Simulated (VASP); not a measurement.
Li2S, 3 atoms in the cell. Symmetry: Fm-3m, No. 225, cubic system. Conventional cell: a = 5.691 Å, b = 5.691 Å, c = 5.691 Å, α = 90.00°, β = 90.00°, γ = 90.00°. Li (site symmetry -43m) has 4 S at 2.46 Å and 6 Li at 2.85 Å within 3.3 Å. S (site symmetry m-3m) has 8 Li at 2.46 Å within 3.3 Å. 

| Property | Result |
| --- | --- |
| Program | VASP 6.6.1 |
| Task | single point |
| Functional | PBE |
| Potentials or basis | VASP PAW PBE potentials, release 64 (Li_sv, S) |
| Cutoff | 750 eV |
| k mesh | 8 × 8 × 8 |
| Occupations | gaussian, width 0.01 eV |
| Spin | no spin polarisation |
| Dipole correction | no |
| Further INCAR settings | ALGO = Normal; EDIFF = 1e-06; NBANDS = 13 |

Potentials or basis: VASP PAW PBE potentials, release 64 (Li_sv, S).

The run is started by

```console
$ cat potpaw_PBE.64/Li_sv/POTCAR potpaw_PBE.64/S/POTCAR > POTCAR
$ mpirun -np 1 vasp_std > vasp.out
```

Hardware: 1 thread of Intel(R) Xeon(R) Platinum 8488C (Sapphire Rapids), with other jobs on the host.

Q: Estimate the wall time of this run.

A: Wall time 38 s on 1 thread of Intel(R) Xeon(R) Platinum 8488C (Sapphire Rapids) (shared host), peak memory 0.2 GiB. Counts: scf iterations 14, k points 29.
